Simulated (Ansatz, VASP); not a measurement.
Zr2H3: VASP beside Ansatz

```
CELL_PARAMETERS angstrom
3.61617 0.00000 0.00000
0.00000 3.61617 0.00000
0.00000 0.00000 5.62056
ATOMIC_POSITIONS crystal
Zr 0.50000 0.50000 0.50000
Zr 0.50000 0.50000 0.00000
H 0.50000 0.00000 0.00000
H 0.00000 0.50000 0.00000
H 0.00000 0.00000 0.00000
```

Change from the starting cell: species swapped into the Zr3Cd2 type (Pmmm, No. 47).

Alike in both runs: functional PBE; k mesh 6 × 6 × 4; occupations gaussian, width 0.1 eV; no spin polarisation.

Ansatz relaxed the structure, and its values are those at the end. VASP's run is a single point on that final structure, the one shown.

|  | VASP | Ansatz |
| --- | --- | --- |
| version | VASP 6.6.1 | Ansatz 0.2.0 |
| potentials or method | VASP PAW PBE potentials, release 64 (Zr_sv, H), cutoff 520 eV | scalar-relativistic, plane waves, PAW |
| valence electrons in the cell | 27 | 27 |

|  | VASP | Ansatz | Ansatz less VASP |
| --- | --- | --- | --- |
| gap on the k mesh at the Fermi level (eV) | none | none | - |
| pressure (GPa) | 0.2 | 0.2 | +0.04 |

A gap of «none» marks a metal or a gap that the smearing closes. With one functional, cell and mesh, what is left measures potentials, basis and numerics.
